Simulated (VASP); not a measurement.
Crystal: CdS (Hawleyite).

```xyz
2
Lattice="0.0000 2.8969 2.8969 2.8969 0.0000 2.8969 2.8969 2.8969 0.0000" Properties=species:S:1:pos:R:3 pbc="T T T"
Cd    0.0000    0.0000    0.0000
S     4.3454    4.3454    4.3454
```

This cell differs from its parent crystal: volume scaled by 0.98.

Base run:

| Quantity | Value |
| --- | --- |
| Program | VASP 6.6.1 |
| Functional | PBEsol |
| Potentials or basis | VASP PAW PBE potentials, release 64 (Cd, S) |
| Cutoff | 520 eV |
| k mesh | 8 × 8 × 8 |
| Occupations | fermi-dirac, width 0.05 eV |
| Spin | no spin polarisation |

Its results: band gap on the k mesh 1.05 eV, direct; pressure 1.4 GPa.

Question: The run is repeated on the same cell with these changes: functional from PBEsol to LDA; potentials or basis from VASP PAW PBE potentials, release 64 (Cd, S) to VASP PAW LDA potentials, release 64 (Cd, S). What comes out?

Answer: Band gap on the k mesh 0.94 eV, direct; pressure -0.8 GPa.

Caveats: the PAW data sets were made with another functional, which shifts forces and pressure a little (some runs).

